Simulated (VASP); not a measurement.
**Si: single point with PBE**

Si:

```
Si
1.0
     0.00000    1.90842    1.90842
     1.90842    0.00000    1.90842
     1.90842    1.90842    0.00000
Si
1
Direct
  0.00000 0.00000 0.00000
```

```json
{
  "Program": "VASP 6.6.1",
  "Task": "single point",
  "Functional": "PBE",
  "Potentials or basis": "VASP PAW PBE potentials, release 64 (Si)",
  "Cutoff": "500 eV",
  "k mesh": "48 × 48 × 48",
  "Occupations": "fermi-dirac, width 0.0612256 eV",
  "Spin": "no spin polarisation",
  "Dipole correction": "no",
  "Further INCAR settings": "ALGO = Normal; EDIFF = 1e-06; NBANDS = 8"
}
```

| Property | Result |
| --- | --- |
| Pressure | 3.6 GPa |
| Band gap on the k mesh | zero (band 2 reaches 22.34 eV, above the bottom of band 3 at 7.52 eV) |

Levels at points of the mesh, in eV from the Fermi level:
| k point | band 1 | band 2 | band 3 | band 4 | band 5 | band 6 |
| --- | --- | --- | --- | --- | --- | --- |
| (0.00, 0.00, 0.00) | -14.86 | 11.60 | 11.60 | 11.60 | 12.05 | 12.05 |
| (0.50, 0.00, 0.00) | -7.76 | -7.24 | 8.90 | 8.90 | 10.94 | 10.94 |
| (0.50, 0.50, 0.00) | -5.58 | -4.56 | 3.28 | 3.28 | 4.30 | 7.03 |

It took 4.4 min on 1 thread of Intel Xeon 8259CL, with other jobs on the host, peak memory 0.34 GiB.
